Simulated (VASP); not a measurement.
# CoSi (rocksalt type): single point with PBE

CoSi (rocksalt type):

```
Co Si
1.0
     0.00000    2.33132    2.33132
     2.33132    0.00000    2.33132
     2.33132    2.33132    0.00000
Co Si
1 1
Cartesian
  0.0000 0.0000 0.0000
  2.3313 2.3313 2.3313
```

```
Program                : VASP 6.6.1
Task                   : single point
Functional             : PBE
Potentials or basis    : VASP PAW PBE potentials, release 64 (Co, Si)
Cutoff                 : 520 eV
k mesh                 : 15 × 15 × 15
Occupations            : fermi-dirac, width 0.05 eV
Spin                   : no spin polarisation
Dipole correction      : no
Further INCAR settings : ALGO = Normal; EDIFF = 1e-06; NBANDS = 14
```

| Quantity | Value |
| --- | --- |
| Pressure | 0.0 GPa |

Levels at points of the mesh, in eV from the Fermi level:
```csv
k point,band 2,band 3,band 4,band 5,band 6,band 7,band 8,band 9,band 10,band 11
"(0.00, 0.00, 0.00)",-1.90,-1.90,-1.90,-1.81,-1.81,4.39,4.39,4.39,10.74,10.74
```

Run time: 23 s on 1 thread of Intel(R) Xeon(R) 6975P-C (Granite Rapids) (shared host), peak memory 0.18 GiB.

Spin polarisation is off, so any magnetic state and its effect on volume and gap are missing.
